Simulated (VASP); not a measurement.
Input of a VASP 6.6.1 run:

Contents of POSCAR:

```
K
1.0
    0.0000000000      3.3703437673      3.3703437673
    3.3703437673      0.0000000000      3.3703437673
    3.3703437673      3.3703437673      0.0000000000
K
1
Direct
    0.0000000000      0.0000000000      0.0000000000
```

INCAR.step1

```
SYSTEM = K
PREC = Accurate
ENCUT = 550
ISMEAR = -1
SIGMA = 0.1
LREAL = .FALSE.
LASPH = .TRUE.
NELM = 120
NBANDS = 10
GGA = PE
ALGO = Normal
EDIFF = 1E-5
LWAVE = .TRUE.
LCHARG = .FALSE.
GGA_COMPAT = .FALSE.
```

The input INCAR.step2:

```
SYSTEM = K
PREC = Accurate
ENCUT = 550
EDIFF = 1E-6
ISMEAR = -1
SIGMA = 0.1
LREAL = .FALSE.
LASPH = .TRUE.
NELM = 120
ALGO = Normal
ISIF = 2
LWAVE = .FALSE.
LCHARG = .FALSE.
METAGGA = R2SCAN
LMIXTAU = .TRUE.
NBANDS = 10
ISTART = 1
GGA_COMPAT = .FALSE.
```

File KPOINTS:

```
Automatic mesh
0
G
  4 4 4
  0 0 0
```

Potentials or basis: VASP PAW PBE potentials, release 64 (K_sv).

The run is started by

```bash
$ cat potpaw_PBE.64/K_sv/POTCAR > POTCAR
$ cp INCAR.step1 INCAR
$ mpirun -np 1 vasp_std > vasp.out
$ cp INCAR.step2 INCAR
$ mpirun -np 1 vasp_std > vasp.out
```

Q: What does it give for the pressure?

A: 0.1 GPa.

Q: Estimate the band gap on the k mesh.

A: Zero (an odd number of electrons rules out a gap without spin polarisation).

Caveat: the k points lie up to 0.40 Å⁻¹ apart, too coarse for converged energies and pressures of a metal; the PAW data sets were made with another functional, which shifts forces and pressure a little.
